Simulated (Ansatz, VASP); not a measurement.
**Al in VASP and in Ansatz**

The input INCAR:

```
SYSTEM = Al
PREC     = Accurate       ! precision mode
ENCUT    = 520            ! plane-wave cutoff, eV
EDIFF    = 1E-6           ! SCF threshold, eV
ISMEAR   = -1             ! smearing method
SIGMA    = 0.03           ! smearing width, eV
LREAL    = .FALSE.        ! projectors in reciprocal space
LASPH    = .TRUE.         ! aspherical terms in the spheres
NELM     = 80             ! most SCF steps
ALGO     = Normal         ! electronic algorithm
ISIF     = 2              ! what is computed and relaxed
LWAVE    = .FALSE.        ! write WAVECAR
LCHARG   = .TRUE.         ! write CHGCAR
GGA      = PS             ! functional
LELF     = .TRUE.         ! ELF
LVHAR    = .TRUE.       
NBANDS   = 10             ! bands
```

File KPOINTS:

```
Automatic mesh
0
G
  18 18 10
  0 0 0
```

The input POSCAR:

```
Al
1.0
    2.8717451011      0.0000000000      0.0000000000
   -1.4358725505      2.4870042108      0.0000000000
    0.0000000000      0.0000000000      4.6586341472
Al
2
Direct
    0.3333333333      0.6666666667      0.2500000000
    0.6666666667      0.3333333333      0.7500000000
```

Input for Ansatz:

```yaml
crystal:
  lattice:
    - [2.8717451011, 0.0, 0.0]
    - [-1.4358725505, 2.4870042108, 0.0]
    - [0.0, 0.0, 4.6586341472]
  atoms:
    - { symbol: Al, position: [0.3333333333, 0.6666666667, 0.25] }
    - { symbol: Al, position: [0.6666666667, 0.3333333333, 0.75] }
kpoints:
  mp_grid: { grid: [18, 18, 10] }
  band_path:
    path:
      - [0.0, 0.0, 0.0]
      - [0.5, 0.0, 0.0]
      - [0.3333333333, 0.3333333333, 0.0]
      - [0.0, 0.0, 0.0]
      - [0.0, 0.0, 0.5]
      - [0.5, 0.0, 0.5]
      - [0.3333333333, 0.3333333333, 0.5]
      - [0.0, 0.0, 0.5]
      - [0.5, 0.0, 0.5]
    npoints: 5
scf:
  occupations: { method: fermi_dirac, width: 0.03 }
hamiltonian:
  xc: pbesol
  pseudopotentials: { kind: all_electron, lapw: { basis_error: 0.0005 } }
output:
  forces: true
  stress: true
  eigenvalues: true
```

Alike in both runs: task single point; functional PBEsol; k mesh 18 × 18 × 10; occupations fermi-dirac, width 0.03 eV; no spin polarisation.

|  | VASP | Ansatz |
| --- | --- | --- |
| version | VASP 6.6.1 | Ansatz 0.2.0 |
| potentials or method | VASP PAW PBE potentials, release 64 (Al), cutoff 520 eV | all-electron LAPW, scalar-relativistic |

```tsv
	VASP	Ansatz	Ansatz less VASP
pressure (GPa)	-1.4	-1.5	-0.04
```

VASP's potentials were made for PBE, not for PBEsol. Ansatz ran all-electron here, and VASP with PAW potentials.
